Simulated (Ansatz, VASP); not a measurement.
**One calculation of Ta, two programs**

Contents of INCAR:

```
SYSTEM = Ta
PREC = Accurate ; ENCUT = 520
EDIFF = 1E-6 ; ISMEAR = -1
SIGMA = 0.08 ; LREAL = .False.
LASPH = .True. ; NELM = 60
ALGO = Normal ; ISIF = 2
LWAVE = .False. ; LCHARG = .True.
LDIPOL = .True. ; IDIPOL = 3
DIPOL = 0.5 0.5 0.500 ; GGA = PE
LELF = .True. ; LVHAR = .True.
LVACPOTAV = .True. ; NBANDS = 42
```

KPOINTS

```
Automatic mesh
0
Gamma
  12 12 1
  0 0 0
```

The input POSCAR:

```
Ta
1.0
    3.3195547167      0.0000000000      0.0000000000
    0.0000000000      3.3195547167      0.0000000000
    0.0000000000      0.0000000000     24.2989000000
Ta
6
Direct
    0.2500000000      0.2500000000      0.3292332823
    0.7500000000      0.7500000000      0.3975399694
    0.2500000000      0.2500000000      0.4658466565
    0.7500000000      0.7500000000      0.5341533435
    0.2500000000      0.2500000000      0.6024600306
    0.7500000000      0.7500000000      0.6707667177
```

Input for Ansatz:

```yaml
crystal:
  lattice:
    - [3.3195547167, 0.0, 0.0]
    - [0.0, 3.3195547167, 0.0]
    - [0.0, 0.0, 24.2989]
  atoms:
    - { symbol: Ta, position: [0.25, 0.25, 0.3292332823] }
    - { symbol: Ta, position: [0.75, 0.75, 0.3975399694] }
    - { symbol: Ta, position: [0.25, 0.25, 0.4658466565] }
    - { symbol: Ta, position: [0.75, 0.75, 0.5341533435] }
    - { symbol: Ta, position: [0.25, 0.25, 0.6024600306] }
    - { symbol: Ta, position: [0.75, 0.75, 0.6707667177] }
kpoints:
  mp_grid: { grid: [12, 12, 1] }
scf:
  occupations: { method: fermi_dirac, width: 0.08 }
hamiltonian:
  xc: pbe
  pseudopotentials: { kind: all_electron, lapw: { basis_error: 0.001 } }
output:
  forces: true
  stress: true
  eigenvalues: true
  populations: true
  dos: { projected: true, de: 0.2, e_range: [-14, 8] }
efield:
  axis: 3
  amplitude: 0
  dipole_correction: true
```

Alike in both runs: task single point; functional PBE; k mesh 12 × 12 × 1; occupations fermi-dirac, width 0.08 eV; no spin polarisation.

|  | VASP | Ansatz |
| --- | --- | --- |
| version | VASP 6.6.1 | Ansatz 0.2.0 |
| potentials or method | VASP PAW PBE potentials, release 64 (Ta_pv), cutoff 520 eV | all-electron LAPW, scalar-relativistic |

|  | VASP | Ansatz | Ansatz less VASP |
| --- | --- | --- | --- |
| rms of the force components (eV/Å) | 0.645 | 0.641 | -0.0048 |

Atom by atom the forces differ by 0.006 eV/Å (rms over components). Ansatz ran all-electron here, and VASP with PAW potentials. Ansatz's warnings: vacuum below fermi.

Neither program's run includes spin-orbit coupling.
